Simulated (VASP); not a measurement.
Set up this calculation in VASP 6.6.1, as the native input.

* Task: single point
* Functional: PBE
* Dispersion: D3(BJ)
* Potentials or basis: VASP PAW PBE potentials, release 64 (Rb_sv)
* Cutoff: 520 eV
* k mesh: 6 × 6 × 2
* Occupations: gaussian, width 0.1 eV
* Spin: no spin polarisation
* Dipole correction: no
* Further INCAR settings: ALGO = Normal; EDIFF = 1e-07; NBANDS = 16

The structure of Rb lies in POSCAR:

```
Rb
1.0
    5.0882069760      0.0000000000      0.0000000000
   -2.5441034880      4.4065165009      0.0000000000
    0.0000000000      0.0000000000      8.4420579800
Rb
2
Direct
    0.3333333300      0.6666666700      0.2500000000
    0.6666666700      0.3333333300      0.7500000000
```

These files were run (other wordings do the same):

INCAR

```
ALGO = Normal
EDIFF = 1E-7
ENCUT = 520
GGA = PE
ISIF = 2
ISMEAR = 0
IVDW = 12
LASPH = True
LCHARG = False
LREAL = False
LWAVE = False
NBANDS = 16
NELM = 100
PREC = Accurate
SIGMA = 0.1
```

KPOINTS

```
k-points
0
Gamma
  6 6 2
```

Potentials or basis: VASP PAW PBE potentials, release 64 (Rb_sv).

The run is started by

```console
$ cat potpaw_PBE.64/Rb_sv/POTCAR > POTCAR
$ mpirun -np 1 vasp_std > vasp.out
```

Results of the run:

* Pressure: -0.3 GPa
* Band gap on the k mesh: zero (band 9 reaches 0.99 eV, above the bottom of band 10 at -1.36 eV)
* Dispersion energy per atom: -0.098 eV

Caveat: the k points lie up to 0.37 Å⁻¹ apart; pairwise dispersion overbinds metals, which lowers pressure and volume.

Wall time 23 s on 1 thread of Intel(R) Xeon(R) 6975P-C (Granite Rapids) (shared host), peak memory 0.31 GiB.
